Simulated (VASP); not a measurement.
Set up this calculation in VASP 6.6.1, as the native input.

```yaml
Task: single point
Functional: r2SCAN
Potentials_or_basis: VASP PAW PBE potentials, release 64 (Al, Cu)
Cutoff: 520 eV
k_mesh: 18 × 18 × 6
Occupations: gaussian, width 0.15 eV
Spin: no spin polarisation
Dipole_correction: no
Further_INCAR_settings: ALGO = Normal; EDIFF = 1e-06; NBANDS = 18
```

The system is Al3Cu.

```
CELL_PARAMETERS angstrom
2.77378 0.00000 0.00000
0.00000 2.77378 0.00000
0.00000 0.00000 7.36411
ATOMIC_POSITIONS crystal
Al 0.00000 0.00000 0.50000
Al 0.50000 0.50000 0.22264
Al 0.50000 0.50000 0.77736
Cu 0.00000 0.00000 0.00000
```

This cell differs from its parent crystal: strain +0.000 along x and y, -0.030 along z.

These files were run (other wordings do the same):

POSCAR

```
Al3Cu
1.0
    2.7737808629      0.0000000000      0.0000000000
    0.0000000000      2.7737808629      0.0000000000
    0.0000000000      0.0000000000      7.3641072206
Al Cu
3 1
Direct
    0.0000000000      0.0000000000      0.5000000000
    0.5000000000      0.5000000000      0.2226430005
    0.5000000000      0.5000000000      0.7773569995
    0.0000000000      0.0000000000      0.0000000000
```

INCAR.step1

```
PREC = Accurate
ENCUT = 520
ISMEAR = 0
SIGMA = 0.15
LREAL = False
LASPH = True
NELM = 100
NBANDS = 18
GGA = PE
ALGO = Normal
EDIFF = 1E-4
LWAVE = True
LCHARG = False
```

INCAR.step2

```
PREC = Accurate
ENCUT = 520
EDIFF = 1E-6
ISMEAR = 0
SIGMA = 0.15
LREAL = False
LASPH = True
NELM = 100
ALGO = Normal
ISIF = 2
LWAVE = False
LCHARG = False
METAGGA = R2SCAN
LMIXTAU = True
NBANDS = 18
ISTART = 1
```

KPOINTS

```
regular mesh
0
Gamma
  18 18 6
```

Potentials or basis: VASP PAW PBE potentials, release 64 (Al, Cu).

Command:

```sh
$ cat potpaw_PBE.64/Al/POTCAR potpaw_PBE.64/Cu/POTCAR > POTCAR
$ cp INCAR.step1 INCAR
$ mpirun -np 1 vasp_std > vasp.out
$ cp INCAR.step2 INCAR
$ mpirun -np 1 vasp_std > vasp.out
```

Results of the run:

* Pressure: 3.3 GPa
* Largest force: 0.089 eV/Å
* Band gap on the k mesh: zero (band 10 reaches 13.91 eV, above the bottom of band 11 at 6.83 eV)

Caveat: the cell differs from its parent crystal (strain +0.000 along x and y, -0.030 along z); the PAW data sets were made with another functional, which shifts forces and pressure a little.

Run time: 5.3 min on 1 thread of Intel(R) Xeon(R) 6975P-C (Granite Rapids) (shared host), peak memory 0.33 GiB.
